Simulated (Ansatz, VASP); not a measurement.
## One calculation of YCu6ClO8, two programs

```
Y Cu Cl O
1.0
     0.00000    4.64629    4.64629
     4.64629    0.00000    4.64629
     4.64629    4.64629    0.00000
Y Cu Cl O
1 6 1 8
Direct
  0.00000 0.00000 0.00000
  0.00000 0.00000 0.50000
  0.50000 0.00000 0.50000
  0.00000 0.50000 0.50000
  0.50000 0.50000 0.00000
  0.00000 0.50000 0.00000
  0.50000 0.00000 0.00000
  0.50000 0.50000 0.50000
  0.85550 0.85550 0.43349
  0.85550 0.43349 0.85550
  0.43349 0.85550 0.85550
  0.85550 0.85550 0.85550
  0.14450 0.14450 0.56651
  0.14450 0.56651 0.14450
  0.56651 0.14450 0.14450
  0.14450 0.14450 0.14450
```

Alike in both runs: task electric field gradients; functional r2SCAN; k mesh 6 × 6 × 6; occupations fermi-dirac, width 0.05 eV; no spin polarisation.

```csv
,VASP,Ansatz
version,VASP 6.6.1,Ansatz 0.2.0
potentials or method,"VASP PAW PBE potentials, release 64 (Y_sv, Cu, Cl, O)","plane-wave PAW, scalar-relativistic"
plane-wave cutoff (eV),520,500
valence electrons in the cell,132,180
```

Ansatz gave:

| Item | Value |
| --- | --- |
| pressure (GPa) | -5.6 |
| rms of the force components (eV/Å) | 0.032 |
| size of Vzz on the site where it differs most (V/Å²) | 51.9 |

What did VASP give for the same quantities?

Pressure (GPa): -4.9; rms of the force components (eV/Å): 0.016; size of Vzz on the site where it differs most (V/Å²): 76.5.

VASP's potentials were made for PBE, not for r2SCAN. Atom by atom the forces differ by 0.016 eV/Å (rms over components). VASP's potentials hold 132 valence electrons a cell and Ansatz's 180, so a difference there can come from the potentials and not from the codes.
